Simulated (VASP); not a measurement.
A run of VASP 6.6.1:

INCAR

```
SYSTEM = GaP
ALGO = Normal ; EDIFF = 1E-6
ENCUT = 520 ; GGA = PE
ISIF = 2 ; ISMEAR = 0
LASPH = .True. ; LCHARG = .True.
LELF = .True. ; LREAL = .False.
LVHAR = .True. ; LWAVE = .False.
NBANDS = 16 ; NELM = 100
PREC = Accurate ; SIGMA = 0.05
```

File KPOINTS:

```
k-points
0
Gamma
  8 8 8
  0 0 0
```

POSCAR

```
GaP
1.0
    0.0000000000      2.6837233921      2.7525368124
    2.6837233921      0.0000000000      2.7525368124
    2.6837233921      2.6837233921      0.0000000000
Ga P
1 1
Direct
    0.0000000000      0.0000000000      0.0000000000
    0.7500000000      0.7500000000      0.7500000000
```

Potentials or basis: VASP PAW PBE potentials, release 64 (Ga_d, P).

Launch:

```console
$ cat potpaw_PBE.64/Ga_d/POTCAR potpaw_PBE.64/P/POTCAR > POTCAR
$ mpirun -np 1 vasp_std > vasp.out
```

Hardware: 1 thread of AMD EPYC 7R43 64-Core Processor (Zen 3), on a shared host.

How long does it take, and how much memory?

Run time: 85 s on 1 thread of AMD EPYC 7R43 64-Core Processor (Zen 3) (shared host), peak memory 0.15 GiB. Counts: scf iterations 12, k points 59.
